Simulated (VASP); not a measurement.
The system is Ir.

```
CELL_PARAMETERS angstrom
0.00000 0.00000 2.46502
2.28956 -2.17598 1.23251
2.28956 2.17598 -1.23251
ATOMIC_POSITIONS crystal
Ir 0.44300 0.75000 0.25000
Ir 0.55700 0.25000 0.75000
```

| Property | Result |
| --- | --- |
| Program | VASP 6.6.1 |
| Task | relaxation of cell and atoms |
| Functional | r2SCAN |
| Potentials or basis | VASP PAW PBE potentials, release 64 (Ir) |
| Cutoff | 600 eV |
| k mesh | 8 × 8 × 8 |
| Occupations | fermi-dirac, width 0.1 eV |
| Spin | no spin polarisation |

At the start: pressure 140.1 GPa; volume 12.28 Å³/atom.

**Question.** How do energy, volume and symmetry change on relaxing?

**Answer.** Over 17 steps the energy falls by 1303.9 meV/atom and the volume is 15.67 Å³/atom (+27.6 %); space group P6/mmm (No. 191, to 0.05 Å).

Step by step:
```csv
step,energy change (eV),largest force (eV/Å),pressure (GPa),volume (Å³)
1,0.0000,1.3454,140.09,24.56
2,8.0343,0.2397,-19.38,85.67
3,3.9976,0.2428,-34.39,60.86
4,0.0867,0.0869,-42.69,44.88
5,-2.3604,0.2875,-17.66,33.71
6,-2.4449,0.5090,10.47,30.50
7,-2.4816,0.4168,-2.20,31.71
8,-2.4822,0.4281,-0.74,31.55
9,-2.5094,0.8136,2.91,31.31
10,-2.5187,0.7052,1.21,31.40
11,-2.5550,0.5492,-2.45,31.73
12,-2.5708,0.3384,-5.89,32.10
13,-2.5890,0.2202,-3.61,31.82
14,-2.5998,0.0149,-0.08,31.43
15,-2.6053,0.0107,-0.35,31.41
16,-2.6077,0.0061,-0.59,31.40
17,-2.6078,0.0054,0.05,31.33
```

Final structure:
```
Ir
1.0
     0.00000    0.00000    2.63913
     2.58624   -2.29532    1.31957
     2.58624    2.29532   -1.31957
Ir
2
Direct
  0.49977 0.75000 0.25000
  0.50023 0.25000 0.75000
```

Caveat: the k points lie up to 0.34 Å⁻¹ apart in the final cell; the volume moved by over 15 % at a fixed basis, so the end points are rough; the PAW data sets were made with another functional, which shifts forces and pressure a little.
